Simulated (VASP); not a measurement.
# K (a cell with a defect) in VASP: single point with PBEsol

Aim: the single point of K (a cell with a defect) with PBEsol.

Everything below comes from runs of VASP 6.6.1. Logs are shortened: lines on timing, memory, paths and dates and some standing lists are left out, and cuts for length are marked.

**1. The cell of the first run**

The cell holds a defect, 23 atoms: a = 12.826 Å, b = 12.826 Å, c = 12.826 Å, α = 80.41°, β = 70.53°, γ = 60.00°.

**2. Single point, PBEsol (atoms taken out, then relaxed in part)**

Input file INCAR:

```
SYSTEM = K
  PREC = Accurate
  ENCUT = 400
  EDIFF = 1E-6
  ISMEAR = 0
  SIGMA = 0.1
  LREAL = .FALSE.
  LASPH = .TRUE.
  NELM = 120
  ALGO = Normal
  ISIF = 2
  LWAVE = .FALSE.
  LCHARG = .FALSE.
  GGA = PS
  NBANDS = 120
  GGA_COMPAT = .FALSE.
```

Input file KPOINTS:

```
Automatic mesh
0
G
  2 2 2
  0 0 0
```

Input file POSCAR:

```
K
1.0
   -5.2360000000      5.2360000000    -10.4720000000
    5.2360000000     10.4720000000     -5.2360000000
    5.2360000000     -5.2360000000    -10.4720000000
K
23
Direct
    0.7126998871      0.3003605643      0.8687776857
    0.3964777481      0.0000000000      0.8620359428
    0.8721269013      0.0000000000      0.4155891156
    0.8341998316      0.3574659621      0.5036231054
    0.7873001129      0.6996394357      0.6312223143
    0.4887771036      0.0000000000      0.4786166112
    0.4869395486      0.3003605643      0.6312223143
    0.4190075119      0.6619849762      0.7500000000
    0.1035222519      0.0000000000      0.6379640572
    0.0809924881      0.3380150238      0.7500000000
    0.0130604514      0.6996394357      0.8687776857
    0.9542418493      0.3399711365      0.1319560205
    0.9063643188      0.6872713624      0.2500000000
    0.6278730987      0.0000000000      0.0844108844
    0.5936356812      0.3127286376      0.2500000000
    0.5457581507      0.6600288635      0.3680439795
    0.2500000000      0.0000000000      0.2500000000
    0.2057870142      0.3399711365      0.3680439795
    0.1916657937      0.6425340379      0.5036231054
    0.6658001684      0.6425340379     -0.0036231054
    0.3083342063      0.3574659621     -0.0036231054
    0.2942129858      0.6600288635      0.1319560205
    0.0112228964      0.0000000000      0.0213833888
```

Potentials or basis: VASP PAW PBE potentials, release 64 (K_sv).

Run with:

```bash
cat potpaw_PBE.64/K_sv/POTCAR > POTCAR
mpirun -np 1 vasp_std > vasp.out
```

OUTCAR:

```text
SYSTEM = K
   PREC = Accurate
   ENCUT = 400
   EDIFF = 1E-6
   ISMEAR = 0
   LREAL = .FALSE.
   LASPH = .TRUE.
   NELM = 120
   ISIF = 2
   GGA = PS

 ion  position               nearest neighbor table
   1  0.713  0.300  0.869-
   2  0.396  0.000  0.862-
   3  0.872  0.000  0.416-
   4  0.834  0.357  0.504-
   5  0.787  0.700  0.631-
   6  0.489  0.000  0.479-
[... 15 lines left out ...]
  22  0.294  0.660  0.132-
  23  0.011  0.000  0.021-

  LATTYP: Found a base centered monoclinic cell.
 ALAT       =    12.8255282932
 B/A-ratio  =     1.7320508076
 C/A-ratio  =     1.0000000000
 COS(beta)  =    -0.3333333333

  Lattice vectors:

 A1 = (  10.4720000000,   5.2360000000,   5.2360000000)
 A2 = (  -5.2360000000, -10.4720000000,   5.2360000000)
 A3 = (   5.2360000000,  -5.2360000000, -10.4720000000)

Analysis of symmetry for initial positions (statically):
=====================================================================
 Subroutine PRICEL returns:
 Original cell was already a primitive cell.

 Routine SETGRP: Setting up the symmetry group for a
 base centered monoclinic supercell.

 Subroutine GETGRP returns: Found  4 space group operations
 (whereof  2 operations were pure point group operations)
 out of a pool of  4 trial point group operations.

The static configuration has the point symmetry C_1h.
 The point group associated with its full space group is C_2h.

Analysis of symmetry for dynamics (positions and initial velocities):
=====================================================================
 Subroutine PRICEL returns:
 Original cell was already a primitive cell.

 Routine SETGRP: Setting up the symmetry group for a
 base centered monoclinic supercell.

 Subroutine GETGRP returns: Found  4 space group operations
 (whereof  2 operations were pure point group operations)
 out of a pool of  4 trial point group operations.

The dynamic configuration has the point symmetry C_1h.
 The point group associated with its full space group is C_2h.

 Subroutine INISYM returns: Found  4 space group operations
 (whereof  2 operations are pure point group operations),
 and found     1 'primitive' translations

----------------------------------------------------------------------------------------

                                     Primitive cell

  volume of cell :    1722.5830

  direct lattice vectors                    reciprocal lattice vectors
    -5.236000000  5.236000000-10.472000000    -0.079577285  0.015915457 -0.047746371
     5.236000000 10.472000000 -5.236000000     0.063661828  0.063661828  0.000000000
     5.236000000 -5.236000000-10.472000000     0.047746371 -0.047746371 -0.047746371

  length of vectors
    12.825528293 12.825528293 12.825528293     0.094157114  0.090031421  0.082699141

  position of ions in fractional coordinates (direct lattice)
     0.712699887  0.300360564  0.868777686
     0.396477748  0.000000000  0.862035943
     0.872126901  0.000000000  0.415589116
     0.834199832  0.357465962  0.503623105
     0.787300113  0.699639436  0.631222314
     0.488777104  0.000000000  0.478616611
[... 15 lines left out ...]
     0.294212986  0.660028864  0.131956020
     0.011222896  0.000000000  0.021383389

  ion indices of the primitive-cell ions
   primitive index   ion index
                 1           1
                 2           2
                 3           3
                 4           4
                 5           5
                 6           6
[... 15 lines left out ...]
                22          22
                23          23

----------------------------------------------------------------------------------------

 KPOINTS: Automatic mesh

Automatic generation of k-mesh.
 Grid dimensions read from file:
 generate k-points for:    2    2    2

 Generating k-lattice:

  Cartesian coordinates                     Fractional coordinates (reciprocal lattice)
    -0.039788643  0.007957729 -0.023873186     0.500000000 -0.000000000  0.000000000
     0.031830914  0.031830914  0.000000000     0.000000000  0.500000000  0.000000000
     0.023873186 -0.023873186 -0.023873186     0.000000000  0.000000000  0.500000000

  Length of vectors
     0.047078557  0.045015711  0.041349570

  Shift w.r.t. Gamma in fractional coordinates (k-lattice)
     0.000000000  0.000000000  0.000000000

 Subroutine IBZKPT returns following result:
 ===========================================

 Found      6 irreducible k-points:

 Following reciprocal coordinates:
            Coordinates               Weight
  0.000000  0.000000  0.000000      1.000000
  0.500000  0.000000  0.000000      2.000000
  0.000000  0.500000  0.000000      1.000000
  0.000000  0.000000  0.500000      1.000000
  0.500000 -0.000000  0.500000      2.000000
  0.000000  0.500000  0.500000      1.000000
   k-points           NKPTS =      6   k-points in BZ     NKDIM =      6   number of bands    NBANDS=    120
   number of dos      NEDOS =    301   number of ions     NIONS =     23
   total plane-waves  NPLWV = 592704
   dimension x,y,z NGX =    84 NGY =   84 NGZ =   84
   dimension x,y,z NGXF=   168 NGYF=  168 NGZF=  168
   ions per type =              23
   NGX,Y,Z   is equivalent  to a cutoff of  10.89, 10.89, 10.89 a.u.
   NGXF,Y,Z  is equivalent  to a cutoff of  21.78, 21.78, 21.78 a.u.
 SYSTEM =  K
   PREC   = accura    normal or accurate (medium, high low for compatibility)
   ISTART =      0    job   : 0-new  1-cont  2-samecut
   ICHARG =      2    charge: 1-file 2-atom 10-const
   ISPIN  =      1    spin polarized calculation?
   LNONCOLLINEAR =      F non collinear calculations
   LSORBIT =      F    spin-orbit coupling
   LASPH  =      T    aspherical Exc in radial PAW
   ENCUT  =  400.0 eV  29.40 Ry    5.42 a.u.  20.92 20.92 20.92*2*pi/ulx,y,z
   NELM   =    120;   NELMIN=  2; NELMDL= -5     # of ELM steps
   EDIFF  = 0.1E-05   stopping-criterion for ELM
   LREAL  =      F    real-space projection
   EDIFFG = 0.1E-04   stopping-criterion for IOM
   NSW    =      0    number of steps for IOM
   IBRION =     -1    ionic relax: 0-MD 1-quasi-New 2-CG
   NFREE  =      0    steps in history (QN), initial steepest desc. (CG)
   ISIF   =      2    stress and relaxation
   ISYM   =      2    0-nonsym 1-usesym 2-fastsym
   POTIM  = 0.5000    time-step for ionic-motion
   TEBEG  =    0.0;   TEEND  =   0.0 temperature during run
   PSTRESS=    0.0 pullay stress
   NELECT =     207.0000    total number of electrons
   NUPDOWN=      -1.0000    fix difference up-down
   EMIN   =  10.00;   EMAX   =-10.00  energy-range for DOS
   EFERMI =   0.00;   METHOD = LEGACY
   ISMEAR =     0;   SIGMA  =   0.10  broadening in eV -4-tet -1-fermi 0-gaus
   EFERMI_NEDOS =   21; number of points for ismear=-14 and -15
   IALGO  =     38    algorithm
   IMIX   =      4    mixing-type and parameters
     AMIX     =   0.40;   BMIX     =  1.00
     AMIX_MAG =   1.60;   BMIX_MAG =  1.00
  volume/ion in A,a.u.               =      74.89       505.42
  Fermi-wavevector in a.u.,A,eV,Ry     =   0.807864  1.526641  8.879763  0.652644
  Thomas-Fermi vector in A             =   1.916563
   LORBIT       =      0    0 simple, 1 ext, 2 COOP (PROOUT), +10 PAW based schemes
   GGA     = PS    functional components
   LHFCALC =     F    Hartree Fock is set to
   AEXX    =    0.0000 exact exchange contribution
   IVDW    =     0    specifies the selected vdW correction
   LEPSILON=     F    determine dielectric tensor
   LRPA    =     F    only Hartree local field effects (RPA)
 non-spin polarized calculation
 Gauss-broadening in eV      SIGMA  =   0.10
  energy-cutoff  :      400.00
  volume of cell :     1722.58
 maximum number of plane-waves:     31300
 NGX is ok and might be reduce to    84
   NGX = 41   NGY = 41   NGZ = 41

 number of electron     207.0000008 magnetization

 Free energy of the ion-electron system (eV)
  ---------------------------------------------------
  ext. energy  EPLUGINS =         0.00000000
  ---------------------------------------------------
  free energy    TOTEN  =       -25.66149178 eV

  energy without entropy =      -25.50210371  energy(sigma->0) =      -25.58179775

 E-fermi :  -0.0956     XC(G=0):  -5.6447

 val. band max:       -0.1053745404   @ k =   0.5000  -0.0000   0.5000
 cond. band min:      -0.0888480984   @ k =   0.0000   0.5000   0.5000
 fundamental gap:      0.0165264420
 Fermi energy:        -0.0956183710

 k-point     1 :       0.0000    0.0000    0.0000
  band No.  band energies     occupation
      1     -32.2387      2.00000
      2     -32.2387      2.00000
      3     -32.2292      2.00000
      4     -32.2291      2.00000
      5     -32.2214      2.00000
      6     -32.2207      2.00000
[... 107 lines left out ...]
    114       1.0999      0.00000
    115       1.1023      0.00000

 k-point     2 :       0.5000    0.0000    0.0000
  band No.  band energies     occupation
      1     -32.2387      2.00000
      2     -32.2387      2.00000
      3     -32.2292      2.00000
      4     -32.2291      2.00000
      5     -32.2211      2.00000
      6     -32.2210      2.00000
[... 107 lines left out ...]
    114       0.6503      0.00000
    115       0.6590      0.00000

 k-point     3 :       0.0000    0.5000    0.0000
  band No.  band energies     occupation
      1     -32.2387      2.00000
      2     -32.2387      2.00000
      3     -32.2292      2.00000
      4     -32.2291      2.00000
      5     -32.2213      2.00000
      6     -32.2208      2.00000
[... 107 lines left out ...]
    114       0.5381      0.00000
    115       1.0685      0.00000

 k-point     4 :       0.0000    0.0000    0.5000
  band No.  band energies     occupation
      1     -32.2387      2.00000
      2     -32.2387      2.00000
      3     -32.2292      2.00000
      4     -32.2291      2.00000
      5     -32.2213      2.00000
      6     -32.2207      2.00000
[... 107 lines left out ...]
    114       1.0339      0.00000
    115       1.0427      0.00000

 k-point     5 :       0.5000   -0.0000    0.5000
  band No.  band energies     occupation
      1     -32.2387      2.00000
      2     -32.2387      2.00000
      3     -32.2292      2.00000
      4     -32.2291      2.00000
      5     -32.2211      2.00000
      6     -32.2210      2.00000
[... 107 lines left out ...]
    114       0.7524      0.00000
    115       0.7615      0.00000

 k-point     6 :       0.0000    0.5000    0.5000
  band No.  band energies     occupation
      1     -32.2387      2.00000
      2     -32.2387      2.00000
      3     -32.2292      2.00000
      4     -32.2291      2.00000
      5     -32.2212      2.00000
      6     -32.2208      2.00000
[... 107 lines left out ...]
    114       0.5080      0.00000
    115       0.5608      0.00000
 [bands above 115 left out]

------------------------ aborting loop because EDIFF is reached ----------------------------------------

  FORCE on cell =-STRESS in cart. coord.  units (eV):
  Direction    XX          YY          ZZ          XY          YZ          ZX
  --------------------------------------------------------------------------------------
  -------------------------------------------------------------------------------------
  Total       -1.2593437     -1.2593437     -1.3978588     -0.8061268     -0.2771461      0.2771458
  in kB       -1.1713176     -1.1713176     -1.3001508     -0.7497798     -0.2577741      0.2577737
  external PRESSURE =      -1.2142620 kB  Pullay stress =       0.0000000 kB

 VOLUME and BASIS-vectors are now :
 -----------------------------------------------------------------------------
  energy-cutoff  :      400.00
  volume of cell :     1722.58
      direct lattice vectors                 reciprocal lattice vectors
    -5.236000000  5.236000000-10.472000000    -0.079577285  0.015915457 -0.047746371
     5.236000000 10.472000000 -5.236000000     0.063661828  0.063661828  0.000000000
     5.236000000 -5.236000000-10.472000000     0.047746371 -0.047746371 -0.047746371

 POSITION                                       TOTAL-FORCE (eV/Angst)
 -----------------------------------------------------------------------------------
      2.38991      2.32815    -18.13392        -0.000058     -0.001618     -0.001588
      2.43766     -2.43766    -13.17916         0.002035     -0.002035      0.004557
     -2.39043      2.39043    -13.48496        -0.000020      0.000020      0.001043
      0.14079      5.47428    -15.88137         0.001653     -0.001634     -0.001185
      2.84609      8.14385    -18.51808         0.000058      0.001618      0.001588
     -0.05320      0.05320    -10.13055        -0.002740      0.002740     -0.002519
[... 15 lines left out ...]
      2.60633      7.76140     -7.91875         0.000757      0.001034      0.000516
      0.05320     -0.05320     -0.34145         0.002740     -0.002740      0.002519
 -----------------------------------------------------------------------------------
    total drift:                               -0.000000      0.000000      0.000000

  FREE ENERGIE OF THE ION-ELECTRON SYSTEM (eV)
  ---------------------------------------------------
  free  energy   TOTEN  =       -25.6614917832 eV

  energy  without entropy=      -25.5021037145  energy(sigma->0) =      -25.58179775
```

Wall time 16 min (1 thread of Intel Xeon 6975P-C (Granite Rapids), shared host); peak memory 1.2 GiB.

Results:

```
Free energy            : -25.6615 eV
Pressure               : -0.1 GPa
Largest force          : 0.005 eV/Å
Band gap on the k mesh : zero (an odd number of electrons rules out a gap without spin polarisation)
```

Forces on the atoms (eV/Å):
```
K    0.000 -0.002 -0.002
K    0.002 -0.002  0.005
K    0.000  0.000  0.001
K    0.002 -0.002 -0.001
K    0.000  0.002  0.002
K   -0.003  0.003 -0.003
K   -0.002  0.000  0.002
K   -0.002 -0.002  0.000
K   -0.002  0.002 -0.005
K    0.002  0.002  0.000
K    0.002  0.000 -0.002
K   -0.001 -0.001  0.001
K    0.003  0.003  0.000
K    0.000  0.000 -0.001
K   -0.003 -0.003  0.000
K    0.001  0.001 -0.001
K    0.000  0.000  0.000
K   -0.001 -0.001 -0.001
K    0.002 -0.002 -0.001
K   -0.002  0.002  0.001
K   -0.002  0.002  0.001
K    0.001  0.001  0.001
K    0.003 -0.003  0.003
```

Stress tensor (GPa, compression positive):
```
-0.12 -0.07  0.03
-0.07 -0.12 -0.03
 0.03 -0.03 -0.13
```

Levels at points of the mesh, in eV from the Fermi level:
| k point | band 99 | band 100 | band 101 | band 102 | band 103 | band 104 | band 105 | band 106 | band 107 | band 108 |
| --- | --- | --- | --- | --- | --- | --- | --- | --- | --- | --- |
| (0.00, 0.00, 0.00) | -0.83 | -0.81 | -0.73 | -0.50 | -0.48 | -0.45 | -0.37 | 0.06 | 0.07 | 0.07 |
| (0.50, 0.00, 0.00) | -0.53 | -0.50 | -0.46 | -0.39 | -0.02 | 0.02 | 0.13 | 0.15 | 0.18 | 0.18 |
| (0.00, 0.50, 0.00) | -0.81 | -0.79 | -0.77 | -0.68 | 0.06 | 0.06 | 0.07 | 0.11 | 0.37 | 0.37 |
| (0.00, 0.00, 0.50) | -0.69 | -0.69 | -0.66 | -0.57 | -0.25 | -0.23 | -0.20 | -0.15 | 0.15 | 0.15 |
| (0.50, 0.00, 0.50) | -0.77 | -0.74 | -0.04 | -0.03 | -0.03 | -0.01 | 0.08 | 0.09 | 0.37 | 0.38 |
| (0.00, 0.50, 0.50) | -0.52 | -0.50 | -0.03 | 0.01 | 0.01 | 0.02 | 0.13 | 0.15 | 0.38 | 0.39 |

Caveat: the cell differs from its parent crystal (atoms taken out, then relaxed in part); the PAW data sets were made with another functional, which shifts forces and pressure a little.
